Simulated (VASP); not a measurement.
A run of VASP 6.6.1:

The input INCAR:

```
SYSTEM = ZnAg
ALGO = Normal
EDIFF = 1E-6
ENCUT = 500
GGA_COMPAT = .FALSE.
ISIF = 2
ISMEAR = -1
LASPH = .TRUE.
LCHARG = .FALSE.
LREAL = .FALSE.
LWAVE = .FALSE.
NBANDS = 18
NELM = 120
PREC = Accurate
SIGMA = 0.1
```

Contents of KPOINTS:

```
k-points
0
G
  10 10 10
  0 0 0
```

File POSCAR:

```
ZnAg
1.0
    3.0123521245      0.0000000000      0.0000000000
    0.0000000000      3.0123521245      0.0000000000
    0.0000000000      0.0000000000      3.0123521245
Zn Ag
1 1
Direct
    0.5000000000      0.5000000000      0.5000000000
    0.0000000000      0.0000000000      0.0000000000
```

Potentials or basis: VASP PAW LDA potentials, release 64 (Zn, Ag).

Command:

```sh
$ cat potpaw_LDA.64/Zn/POTCAR potpaw_LDA.64/Ag/POTCAR > POTCAR
$ mpirun -np 1 vasp_std > vasp.out
```

Hardware: 1 thread of Intel(R) Xeon(R) Platinum 8259CL CPU @ 2.50GHz (Skylake/Cascade Lake), with other jobs on the host.

Estimate the wall time of this run.

It took 15 s on 1 thread of Intel(R) Xeon(R) Platinum 8259CL CPU @ 2.50GHz (Skylake/Cascade Lake), on a shared host, peak memory 0.15 GiB. Counts: scf iterations 11, k points 56.
